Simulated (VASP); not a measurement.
Wanted: the native input for a VASP 6.6.1 run.

* Task: single point
* Functional: PBE
* Dispersion: D3(BJ)
* Potentials or basis: VASP PAW PBE potentials, release 64 (H)
* Cutoff: 400 eV
* k mesh: 1 × 1 × 1
* Occupations: fermi-dirac, width 0.02 eV
* Spin: no spin polarisation
* Dipole correction: no
* Further INCAR settings: ALGO = Normal; EDIFF = 1e-06; NBANDS = 22

The structure of H lies in POSCAR:

```
H
1.0
    6.2894700000      0.1830010000     -0.0570190000
    0.1830010000      6.5709540000     -0.1635500000
   -0.0570190000     -0.1635500000      6.9191630000
H
16
Direct
    0.2885615777      0.9063320927      0.2535832884
    0.2144850028      1.0065973823      0.2877166967
    0.4194662949      0.5600447548      0.3912630572
    0.4026311150      0.6005256898      0.4916452467
    1.0847877915     -0.0090460798     -0.2159836343
    0.9897203411      0.0701455270     -0.2375857940
    0.1246744430      0.2857776125      0.5267324589
    0.1954513051      0.2697073242      0.4426915612
    0.5051805328      0.3776281144      0.9387068879
    0.5774582156      0.3215940390      0.8551211751
    0.5885592308     -0.0189253582      0.6710441446
    0.5268925027     -0.0852004265      0.7292801678
    0.8926888360      0.6436486060      0.0846733852
    0.9862312024      0.7001689017      0.0333778147
    0.8731124770      0.6872398548      0.4714272635
    0.8436120730      0.6094802265      0.3965049541
```

The input as run:

INCAR

```
SYSTEM = H
PREC = Accurate ; ENCUT = 400
EDIFF = 1E-6 ; ISMEAR = -1
SIGMA = 0.02 ; LREAL = .FALSE.
LASPH = .TRUE. ; NELM = 120
ALGO = Normal ; ISIF = 2
LWAVE = .FALSE. ; LCHARG = .FALSE.
GGA = PE ; IVDW = 12
NBANDS = 22 ; GGA_COMPAT = .FALSE.
```

KPOINTS

```
Automatic mesh
0
G
  1 1 1
  0 0 0
```

Potentials or basis: VASP PAW PBE potentials, release 64 (H).

The run is started by

```sh
$ cat potpaw_PBE.64/H/POTCAR > POTCAR
$ mpirun -np 1 vasp_gam > vasp.out
```

It gave:

```json
{
  "Pressure": "-1.0 GPa",
  "Largest force": "1.698 eV/Å",
  "Band gap on the k mesh": "8.65 eV",
  "Dispersion energy per atom": "-0.013 eV"
}
```

Caveat: the k points lie up to 1.00 Å⁻¹ apart.

It took 27 s on 1 thread of AMD EPYC 7R13 (shared host), peak memory 0.24 GiB.
